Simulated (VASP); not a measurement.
GaGe: single point with PBEsol

Crystal: GaGe.

```xyz
2
Lattice="0.0000 2.8978 2.8978 2.8978 0.0000 2.8978 2.8978 2.8978 0.0000" Properties=species:S:1:pos:R:3 pbc="T T T"
Ga    4.3468    4.3468    4.3468
Ge    0.0000   -0.0530   -0.0530
```

This cell differs from its parent crystal: all Ge atoms moved +0.075 Å, as atom 2 towards its neighbour atom 2 (Ge) at 4.098 Å.

* Program: VASP 6.6.1
* Task: single point
* Functional: PBEsol
* Potentials or basis: VASP PAW PBE potentials, release 64 (Ga_d, Ge_d)
* Cutoff: 520 eV
* k mesh: 14 × 14 × 14
* Occupations: gaussian, width 0.15 eV
* Spin: no spin polarisation

| Property | Result |
| --- | --- |
| Pressure | -2.4 GPa |
| Largest force | 0.321 eV/Å |

Forces in eV/Å, atoms in the order of the input:
```
Ga  -0.058 -0.223 -0.223
Ge   0.058  0.223  0.223
```

Stress tensor (GPa, compression positive):
```
-2.36  1.33  1.33
 1.33 -2.46  0.19
 1.33  0.19 -2.46
```

Levels at points of the mesh, in eV from the Fermi level:
| k point | band 11 | band 12 | band 13 | band 14 | band 15 | band 16 | band 17 | band 18 |
| --- | --- | --- | --- | --- | --- | --- | --- | --- |
| (0.00, 0.00, 0.00) | -10.51 | 1.50 | 1.74 | 1.96 | 2.08 | 4.21 | 4.39 | 4.60 |
| (0.50, 0.00, 0.00) | -8.62 | -5.15 | 0.31 | 0.51 | 1.95 | 5.16 | 5.46 | 8.06 |
| (0.00, 0.50, 0.00) | -8.54 | -5.34 | 0.26 | 0.60 | 2.06 | 5.12 | 5.62 | 8.11 |
| (0.50, 0.50, 0.50) | -8.46 | -5.55 | 0.35 | 0.54 | 2.18 | 5.28 | 5.57 | 8.17 |
| (0.50, 0.50, 0.00) | -7.49 | -5.77 | -1.26 | -1.16 | 2.24 | 2.47 | 10.94 | 11.17 |
| (0.00, 0.50, 0.50) | -7.48 | -5.78 | -1.21 | -1.20 | 2.29 | 2.41 | 11.05 | 11.07 |

Wall time 8 min on 1 thread of Intel(R) Xeon(R) Platinum 8259CL CPU @ 2.50GHz (Skylake/Cascade Lake), on a shared host, peak memory 0.77 GiB.

Caveat: the cell differs from its parent crystal (all Ge atoms moved +0.075 Å, as atom 2 towards its neighbour atom 2 (Ge) at 4.098 Å); the PAW data sets were made with another functional, which shifts forces and pressure a little.
